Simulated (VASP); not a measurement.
Wanted: the native input for a VASP 6.6.1 run.

| Quantity | Value |
| --- | --- |
| Task | single point |
| Functional | PBE |
| Potentials or basis | VASP PAW PBE potentials, release 64 (Rb_sv) |
| Cutoff | 520 eV |
| k mesh | 4 × 4 × 4 |
| Occupations | fermi-dirac, width 0.05 eV |
| Spin | no spin polarisation |
| Dipole correction | no |
| Further INCAR settings | ALGO = Fast; EDIFF = 1e-06; NBANDS = 10 |

The structure of Rb lies in POSCAR:

```
Rb
1.0
   -2.8025000000      2.8025000000      2.8025000000
    2.8025000000     -2.8025000000      2.8025000000
    2.8025000000      2.8025000000     -2.8025000000
Rb
1
Direct
    0.0000000000      0.0000000000      0.0000000000
```

These files were run (other wordings do the same):

INCAR

```
SYSTEM = Rb
ALGO     = Fast           ! electronic algorithm
EDIFF    = 1E-6           ! SCF threshold, eV
ENCUT    = 520            ! plane-wave cutoff, eV
GGA      = PE             ! functional
ISIF     = 2              ! what is computed and relaxed
ISMEAR   = -1             ! smearing method
LASPH    = .TRUE.         ! aspherical terms in the spheres
LCHARG   = .FALSE.        ! write CHGCAR
LREAL    = .FALSE.        ! projectors in reciprocal space
LWAVE    = .FALSE.        ! write WAVECAR
NBANDS   = 10             ! bands
NELM     = 80             ! most SCF steps
PREC     = Accurate       ! precision mode
SIGMA    = 0.05           ! smearing width, eV
```

KPOINTS

```
k-points
0
G
  4 4 4
  0 0 0
```

Potentials or basis: VASP PAW PBE potentials, release 64 (Rb_sv).

Launch:

```console
$ cat potpaw_PBE.64/Rb_sv/POTCAR > POTCAR
$ mpirun -np 1 vasp_std > vasp.out
```

Results of the run:

```yaml
Pressure: 0.2 GPa
Band_gap_on_the_k_mesh: zero (an odd number of electrons rules out a gap without spin polarisation)
```

Caveat: the k points lie up to 0.40 Å⁻¹ apart, too coarse for converged energies and pressures of a metal.

It took 7.5 s on 1 thread of Intel(R) Xeon(R) Platinum 8259CL CPU @ 2.50GHz (Skylake/Cascade Lake) (shared host), peak memory 0.19 GiB.
